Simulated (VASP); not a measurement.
# Be16H (a cell with a defect) in VASP: notebook

The runs below take Be16H (a cell with a defect) through single point, with PBE+D3(BJ).

All numbers are computed with VASP 6.6.1; they aren't measurements. Logs are shortened: lines on timing, memory, paths and dates and some standing lists are left out, and cuts for length are marked.

## 1. The cell of the first run

The cell holds a defect, 17 atoms: a = 4.580 Å, b = 3.966 Å, c = 7.177 Å, α = 90.00°, β = 90.00°, γ = 90.00°.

## 2. Single point, PBE+D3(BJ)

Contents of INCAR:

```
ALGO     = Normal         # electronic algorithm
EDIFF    = 1E-6           # SCF threshold, eV
ENCUT    = 520            # plane-wave cutoff, eV
GGA      = PE             # functional
ISIF     = 2              # what is computed and relaxed
ISMEAR   = -1             # smearing method
IVDW     = 12             # dispersion correction
LASPH    = True           # aspherical terms in the spheres
LCHARG   = False          # write CHGCAR
LREAL    = Auto         
LWAVE    = False          # write WAVECAR
NBANDS   = 30             # bands
NELM     = 100            # most SCF steps
PREC     = Accurate       # precision mode
SIGMA    = 0.15           # smearing width, eV
```

Contents of KPOINTS:

```
k-points
0
Gamma
  4 4 3
```

Contents of POSCAR:

```
Be16H
1.0
   -2.2900000000     -3.9663960000      0.0000000000
    3.4350000000     -1.9831980000      0.0000000000
    0.0000000000      0.0000000000      7.1768600000
Be H
16 1
Direct
    0.7452145627      0.5023118919     -0.0492555240
    0.5363154169      0.3523907728      0.2183266777
    0.7320331900      0.4715446885      0.5117697712
    0.4664501145      0.3162942539      0.7325766422
    0.4750961971      0.0349840732     -0.0001114694
    0.2703222655      0.8203895161      0.3021516373
    0.5314212105      0.0125923062      0.5061127011
    0.2209905078      0.8032804258      0.7514288979
    0.2965076920      0.4959832939     -0.0285500902
   -0.0382909609      0.3931917611      0.2522551645
    0.2498528551      0.5466850184      0.5287967161
    0.0207234246      0.3124764606      0.7621996249
   -0.0152151585     -0.0413224783      0.0146582210
    0.7187537908      0.8019057296      0.2156932140
    0.0123838169     -0.0152375718      0.5228052379
    0.7478244065      0.8747650337      0.7785856210
    0.9825942387      0.0100555477      0.1986941364
```

Potentials or basis: VASP PAW PBE potentials, release 64 (Be, H).

Launch:

```console
$ cat potpaw_PBE.64/Be/POTCAR potpaw_PBE.64/H/POTCAR > POTCAR
$ mpirun -np 1 vasp_std > vasp.out
```

OUTCAR:

```text
EDIFF = 1E-6
   ENCUT = 520
   GGA = PE
   ISIF = 2
   ISMEAR = -1
   IVDW = 12
   LASPH = True
   LREAL = Auto
   NELM = 100
   PREC = Accurate
 IVDW          = 12

 ion  position               nearest neighbor table
   1  0.745  0.502  0.951-  16 1.93  12 2.00   9 2.06   4 2.15  13 2.17   2 2.23  14 2.25   5 2.26

   2  0.536  0.352  0.218-  14 1.97  10 1.97   5 2.03   9 2.16   1 2.23   6 2.30   3 2.34  14 2.34

   3  0.732  0.472  0.512-   7 2.04   4 2.09  10 2.16  11 2.23  12 2.32  15 2.32   7 2.33   2 2.34

   4  0.466  0.316  0.733-  11 1.99   9 2.01   7 2.04  12 2.05   3 2.09   1 2.15  16 2.20   5 2.22
                             8 2.24   8 2.33
   5  0.475  0.035  1.000-   9 2.01   2 2.03  16 2.12  14 2.12   4 2.22   1 2.26  13 2.27   9 2.30
                             8 2.32  13 2.36
   6  0.270  0.820  0.302-  11 1.96   7 2.04  15 2.08  14 2.15  10 2.24   2 2.30
   7  0.531  0.013  0.506-   6 2.04   3 2.04   4 2.04  15 2.21  11 2.26  16 2.26   3 2.33  15 2.38

   8  0.221  0.803  0.751-  11 1.90   9 2.02  15 2.03  12 2.15  16 2.19  12 2.22   4 2.24  13 2.26
                             5 2.32   4 2.33
   9  0.297  0.496  0.971-   4 2.01   5 2.01   8 2.02   1 2.06  12 2.09   2 2.16   5 2.30  13 2.35

  10  0.962  0.393  0.252-  17 1.57   2 1.97  14 1.98   3 2.16   6 2.24
  11  0.250  0.547  0.529-   8 1.90   6 1.96   4 1.99  15 2.05  12 2.18   3 2.23   7 2.26
  12  0.021  0.312  0.762-   1 2.00   4 2.05   9 2.09  16 2.14   8 2.15  15 2.15  11 2.18   8 2.22
                            13 2.30   3 2.32
  13  0.985  0.959  0.015-  17 1.34  14 1.99  16 2.04   1 2.17   8 2.26   5 2.27  12 2.30   9 2.35
                             5 2.36
  14  0.719  0.802  0.216-  17 1.47   2 1.97  10 1.98  13 1.99   5 2.12   6 2.15   1 2.25   2 2.34

  15  0.012  0.985  0.523-   8 2.03  11 2.05   6 2.08  12 2.15   7 2.21  16 2.24   3 2.32   7 2.38

  16  0.748  0.875  0.779-   1 1.93  13 2.04   5 2.12  12 2.14   8 2.19   4 2.20  15 2.24   7 2.26

  17  0.983  0.010  0.199-  13 1.34  14 1.47  10 1.57

  LATTYP: Found a simple orthorhombic cell.
 ALAT       =     3.9663962620
 B/A-ratio  =     1.1547004875
 C/A-ratio  =     1.8094157835

  Lattice vectors:

 A1 = (  -3.4350000000,   1.9831980000,   0.0000000000)
 A2 = (  -2.2900000000,  -3.9663960000,   0.0000000000)
 A3 = (   0.0000000000,   0.0000000000,   7.1768600000)

Analysis of symmetry for initial positions (statically):
=====================================================================
 Subroutine PRICEL returns:
 Original cell was already a primitive cell.

 Routine SETGRP: Setting up the symmetry group for a
 simple orthorhombic supercell.

 Subroutine GETGRP returns: Found  1 space group operations
 (whereof  1 operations were pure point group operations)
 out of a pool of  8 trial point group operations.

[... 155 lines left out ...]
   NELECT =      33.0000    total number of electrons
   NUPDOWN=      -1.0000    fix difference up-down
   EMIN   =  10.00;   EMAX   =-10.00  energy-range for DOS
   EFERMI =   0.00;   METHOD = LEGACY
   ISMEAR =    -1;   SIGMA  =   0.15  broadening in eV -4-tet -1-fermi 0-gaus
   EFERMI_NEDOS =   21; number of points for ismear=-14 and -15
   IALGO  =     38    algorithm
   IMIX   =      4    mixing-type and parameters
     AMIX     =   0.40;   BMIX     =  1.00
     AMIX_MAG =   1.60;   BMIX_MAG =  1.00
  volume/ion in A,a.u.               =       7.67        51.75
  Fermi-wavevector in a.u.,A,eV,Ry     =   1.035573  1.956950 14.591049  1.072412
  Thomas-Fermi vector in A             =   2.169923
   LORBIT       =      0    0 simple, 1 ext, 2 COOP (PROOUT), +10 PAW based schemes
   GGA     = PE    functional components
   LHFCALC =     F    Hartree Fock is set to
   AEXX    =    0.0000 exact exchange contribution
   IVDW    =    12    specifies the selected vdW correction
   LEPSILON=     F    determine dielectric tensor
   LRPA    =     F    only Hartree local field effects (RPA)
 non-spin polarized calculation
  energy-cutoff  :      520.00
  volume of cell :      130.38
 maximum number of plane-waves:      3529
 NGX is ok and might be reduce to    36
   NGX = 17   NGY = 15   NGZ = 27

 number of electron      33.0000001 magnetization

 Free energy of the ion-electron system (eV)
  ---------------------------------------------------
  ext. energy  EPLUGINS =         0.00000000
  ---------------------------------------------------
  free energy    TOTEN  =       -58.53544492 eV

  energy without entropy =      -58.37447476  energy(sigma->0) =      -58.45495984

 E-fermi :   7.1016     XC(G=0): -10.5436

 val. band max:        7.0762071788   @ k =  -0.2500   0.2500   0.0000
 cond. band min:       7.1086604536   @ k =   0.0000   0.2500   0.3333
 fundamental gap:      0.0324532748
 Fermi energy:         7.1015727481

 k-point     1 :       0.0000    0.0000    0.0000
  band No.  band energies     occupation
      1      -4.9725      2.00000
      2      -3.1615      2.00000
      3      -2.2046      2.00000
      4      -0.0959      2.00000
      5       0.8821      2.00000
      6       1.2850      2.00000
[... 733 lines left out ...]
     27      12.9072      0.00000
     28      13.2926      0.00000

 [... further k-points ...]

 [bands above 28 left out]

------------------------ aborting loop because EDIFF is reached ----------------------------------------

 Edisp (eV)   -5.71357

 E8    (eV) :    -1.9618

  FORCE on cell =-STRESS in cart. coord.  units (eV):
  Direction    XX          YY          ZZ          XY          YZ          ZX
  --------------------------------------------------------------------------------------
  -------------------------------------------------------------------------------------
  Total       1.03207    -1.27022     5.52104    -0.42849    -0.13671     0.81472
  in kB      12.68302   -15.60971    67.84770    -5.26563    -1.68005    10.01211
  external pressure =       21.64 kB  Pullay stress =        0.00 kB

 VOLUME and BASIS-vectors are now :
 -----------------------------------------------------------------------------
  energy-cutoff  :      520.00
  volume of cell :      130.38
      direct lattice vectors                 reciprocal lattice vectors
    -2.290000000 -3.966396000  0.000000000    -0.109170306 -0.189088533  0.000000000
     3.435000000 -1.983198000  0.000000000     0.218340611 -0.126059022  0.000000000
     0.000000000  0.000000000  7.176860000     0.000000000  0.000000000  0.139336702

 POSITION                                       TOTAL-FORCE (eV/Angst)
 -----------------------------------------------------------------------------------
      0.01890     -3.95200      6.82336        -0.856677      0.365453      2.280562
     -0.01770     -2.82610      1.56690         0.244164      2.077992      0.997153
     -0.05660     -3.83870      3.67290         0.778415     -1.212664     -0.586727
      0.01830     -2.47740      5.25760        -0.432543     -0.986309      0.554666
     -0.96780     -1.95380      7.17606        -1.013732      0.536867     -0.750439
      2.19900     -2.69920      2.16850         0.347388     -0.138308     -2.529595
[... 9 lines left out ...]
      1.29230     -4.70100      5.58780         0.223078      0.407568     -2.235767
     -2.21560     -3.91730      1.42600        -0.115886     -0.478662      1.377068
 -----------------------------------------------------------------------------------
    total drift:                                0.000070     -0.000946     -0.000191

  FREE ENERGIE OF THE ION-ELECTRON SYSTEM (eV)
  ---------------------------------------------------
  free  energy   TOTEN  =       -64.2490138229 eV

  energy  without entropy=      -64.0880436556  energy(sigma->0) =      -64.16852874
```

OSZICAR:

```text
N       E                     dE             d eps       ncg     rms          rms(c)
DAV:   1     0.391072387878E+02    0.39107E+02   -0.12604E+04  1560   0.931E+02
DAV:   2    -0.558886951067E+02   -0.94996E+02   -0.87653E+02  2012   0.173E+02
DAV:   3    -0.603870535076E+02   -0.44984E+01   -0.43857E+01  2050   0.319E+01
DAV:   4    -0.604409734612E+02   -0.53920E-01   -0.53700E-01  1994   0.394E+00
DAV:   5    -0.604415854242E+02   -0.61196E-03   -0.61174E-03  2014   0.331E-01    0.575E+00
DAV:   6    -0.588726738422E+02    0.15689E+01   -0.13305E+00  1964   0.624E+00    0.310E+00
DAV:   7    -0.585789008685E+02    0.29377E+00   -0.55866E-01  1984   0.352E+00    0.135E+00
DAV:   8    -0.585379169195E+02    0.40984E-01   -0.77020E-02  2016   0.141E+00    0.387E-01
DAV:   9    -0.585355408506E+02    0.23761E-02   -0.52356E-03  1968   0.389E-01    0.110E-01
DAV:  10    -0.585354474239E+02    0.93427E-04   -0.35653E-04  2008   0.104E-01    0.238E-02
DAV:  11    -0.585354427537E+02    0.46702E-05   -0.39190E-05  1922   0.279E-02    0.530E-03
DAV:  12    -0.585354443495E+02   -0.15958E-05   -0.34244E-06  1720   0.893E-03    0.169E-03
DAV:  13    -0.585354449238E+02   -0.57429E-06   -0.27133E-07  1242   0.270E-03
   1 F= -.64249014E+02 E0= -.64168529E+02  d E =-.160970E+00
```

stdout:

```text
POSCAR found type information on POSCAR BeH
 POSCAR found :  2 types and      17 ions
 scaLAPACK will be used
 LDA part: xc-table for (Slater+PW92), standard interpolation
 POSCAR, INCAR and KPOINTS ok, starting setup
 FFT: planning ... GRIDC
 FFT: planning ... GRID_SOFT
 FFT: planning ... GRID
 WAVECAR not read
 entering main loop
```

Wall time 2.1 min (1 thread of AMD EPYC 9R45 (Zen 5), shared host); peak memory 0.23 GiB.

What came out:

```yaml
Free_energy: -64.2490 eV
Pressure: 2.2 GPa
Largest_force: 2.811 eV/Å
Dispersion_energy_per_atom: -0.336 eV
```

Forces on the atoms (eV/Å):
```
Be  -0.857  0.365  2.281
Be   0.244  2.078  0.997
Be   0.778 -1.213 -0.587
Be  -0.433 -0.986  0.555
Be  -1.014  0.537 -0.750
Be   0.347 -0.138 -2.530
Be  -0.046  0.896 -0.081
Be   0.734 -1.219  1.734
Be   1.360  0.807  1.895
Be  -1.862 -1.537  0.132
Be  -1.725  1.260 -1.828
Be   0.169  0.349 -0.569
Be   0.072 -1.259 -1.725
Be   1.189  0.115  1.298
Be   0.935  0.016  0.037
Be   0.223  0.408 -2.236
H   -0.116 -0.479  1.377
```

Caveat: the k points lie up to 0.40 Å⁻¹ apart.

## 3. Single point, PBE+D3(BJ)

Contents of INCAR:

```
  PREC = Accurate
  ENCUT = 520
  EDIFF = 1E-6
  ISMEAR = -1
  SIGMA = 0.15
  LREAL = Auto
  LASPH = True
  NELM = 100
  ALGO = Normal
  ISIF = 2
  LWAVE = False
  LCHARG = False
  GGA = PE
  IVDW = 12
  NBANDS = 30
```

Contents of KPOINTS:

```
Automatic mesh
0
Gamma
  4 4 3
```

Contents of POSCAR:

```
Be16H
1.0
   -2.2900000000     -3.9663960000      0.0000000000
    3.4350000000     -1.9831980000      0.0000000000
    0.0000000000      0.0000000000      7.1768600000
Be H
16 1
Direct
    0.7235884750      0.4885349659      0.0084298704
    0.5076276663      0.2891025781      0.2539690059
    0.7786884856      0.4663745654      0.4820631864
    0.4906229024      0.3979407413      0.7737367038
    0.4888963203     -0.0329046365      0.0073151768
    0.2311055083      0.8721489415      0.2614513868
    0.4563448437      0.0131381927      0.5219831514
    0.2522954793      0.8192304651      0.7347224274
    0.2697206055      0.5009491082     -0.0194514035
   -0.0114349414      0.3626241584      0.2409828254
    0.2297559354      0.5296480618      0.4979754377
    0.0455313197      0.3649684780      0.7693754650
    0.0259738345      0.0422940556     -0.0315736966
    0.7578531999      0.8086706922      0.2604063616
   -0.0122897581     -0.0484842929      0.5006785697
    0.7359695668      0.8160321129      0.7621160229
    0.9836346925     -0.0617107872      0.1563079118
```

Potentials or basis: VASP PAW PBE potentials, release 64 (Be, H).

Launch:

```console
$ cat potpaw_PBE.64/Be/POTCAR potpaw_PBE.64/H/POTCAR > POTCAR
$ mpirun -np 1 vasp_std > vasp.out
```

It took 2.3 min on 1 thread of AMD EPYC 9R45 (Zen 5), shared host; peak memory 0.23 GiB.

The run converged. Its results:

```yaml
Free_energy: -64.5569 eV
Pressure: 0.8 GPa
Largest_force: 3.618 eV/Å
Dispersion_energy_per_atom: -0.336 eV
```

Forces on the atoms (eV/Å):
```
Be  -0.717 -0.889 -0.371
Be   1.189 -0.371  0.073
Be   0.812  1.392  1.722
Be  -2.826  0.213 -2.249
Be   0.648 -0.978 -0.273
Be  -1.567 -0.560 -0.598
Be  -0.433 -1.410 -0.945
Be   1.186  0.027  1.501
Be   1.043  0.568  2.818
Be  -1.256 -0.350 -0.038
Be  -1.723 -0.441 -0.406
Be   0.736  2.122 -2.561
Be  -0.697  1.082  0.805
Be   1.045  1.520  0.110
Be   1.666 -0.430  0.743
Be   0.477 -1.180 -0.488
H    0.418 -0.313  0.158
```

Stress tensor (GPa, compression positive):
```
-1.55 -0.51 -0.24
-0.51  2.15  1.38
-0.24  1.38  1.70
```

Levels at points of the mesh, in eV from the Fermi level:
| k point | band 14 | band 15 | band 16 | band 17 | band 18 | band 19 |
| --- | --- | --- | --- | --- | --- | --- |
| (0.00, 0.00, 0.00) | -3.28 | -0.67 | -0.05 | 0.27 | 0.47 | 0.67 |
| (0.50, 0.00, 0.00) | -2.22 | -1.72 | -1.41 | -0.64 | -0.01 | 0.32 |
| (0.00, 0.50, 0.00) | -3.44 | -2.76 | -2.27 | 0.22 | 0.47 | 0.74 |
| (0.50, 0.50, 0.00) | -0.94 | -0.77 | -0.35 | -0.09 | 0.54 | 0.73 |

Caveat: the k points lie up to 0.40 Å⁻¹ apart.

## 4. Single point, PBE+D3(BJ)

Contents of INCAR:

```
SYSTEM = Be16H
PREC = Accurate
ENCUT = 520
EDIFF = 1E-7
ISMEAR = -1
SIGMA = 0.15
LREAL = Auto
LASPH = .True.
NELM = 60
ALGO = Normal
ISIF = 2
LWAVE = .False.
LCHARG = .False.
GGA = PE
IVDW = 12
NBANDS = 30
```

Contents of KPOINTS:

```
regular mesh
0
Gamma
  4 4 3
  0 0 0
```

Contents of POSCAR:

```
Be16H
1.0
   -2.2900000000     -3.9663960000      0.0000000000
    3.4350000000     -1.9831980000      0.0000000000
    0.0000000000      0.0000000000      7.1768600000
Be H
16 1
Direct
    0.8239698325      0.4424718825     -0.0311835538
    0.4921971993      0.3211736787      0.2759424038
    0.7667974677      0.5799610484      0.4761274429
    0.4835164773      0.3839163706      0.7707688321
    0.4973133721      0.0471754359     -0.0057546058
    0.2823095703      0.8054407324      0.2747441081
    0.4626448812     -0.0158495552      0.5147655103
    0.2036720419      0.7869895127      0.7442530577
    0.2814645709      0.5083708493     -0.0133345223
   -0.0339143139      0.4486277209      0.2202216568
    0.2151490396      0.4563002331      0.4923741023
   -0.0115661116      0.3320272502      0.7253172000
   -0.0248447338     -0.0429387017      0.0445738108
    0.7490771203      0.8926307440      0.2571458827
    0.0300939705     -0.0604904826      0.5147933776
    0.7537649418      0.7887108346      0.7444341955
    0.9712298585      0.0790731808      0.3263822897
```

Launch:

```console
$ cat potpaw_PBE.64/Be/POTCAR potpaw_PBE.64/H/POTCAR > POTCAR
$ mpirun -np 1 vasp_std > vasp.out
```

It took 2.4 min on 1 thread of AMD EPYC 9R45 (Zen 5), shared host; peak memory 0.23 GiB.

Results (log left out):

* Free energy: -63.4434 eV
* Pressure: 3.7 GPa
* Largest force: 3.277 eV/Å
* Dispersion energy per atom: -0.336 eV

Forces in eV/Å, atoms in the order of the input:
```
Be   1.946  1.510 -0.040
Be   0.442  0.100 -1.072
Be  -1.365  2.887  0.734
Be  -1.762 -0.109 -2.184
Be  -1.069  0.747  0.624
Be   0.338 -0.294 -0.629
Be  -0.316 -1.544  0.448
Be   0.136 -1.591  1.380
Be   0.773  0.558  1.853
Be  -1.319 -0.297  0.499
Be  -0.163 -1.275  0.241
Be  -1.258  0.593 -0.309
Be  -0.759 -1.726 -2.364
Be   0.374  1.942  0.691
Be   1.954  0.047 -0.049
Be   1.882 -0.403  0.457
H    0.165 -1.145 -0.278
```

Stress tensor (GPa, compression positive):
```
 3.21 -0.67  0.38
-0.67  0.22  1.50
 0.38  1.50  7.55
```

Levels at points of the mesh, in eV from the Fermi level:
```
           k point  band 14  band 15  band 16  band 17  band 18  band 19
(0.00, 0.00, 0.00)    -3.11    -0.71    -0.38    -0.06     0.25     0.98
(0.50, 0.00, 0.00)    -1.92    -1.62    -1.25    -0.30    -0.25     0.39
(0.00, 0.50, 0.00)    -2.80    -2.67    -1.94     0.08     0.45     0.87
(0.50, 0.50, 0.00)    -0.91    -0.38    -0.23     0.04     1.00     1.26
```

Caveat: the k points lie up to 0.40 Å⁻¹ apart.
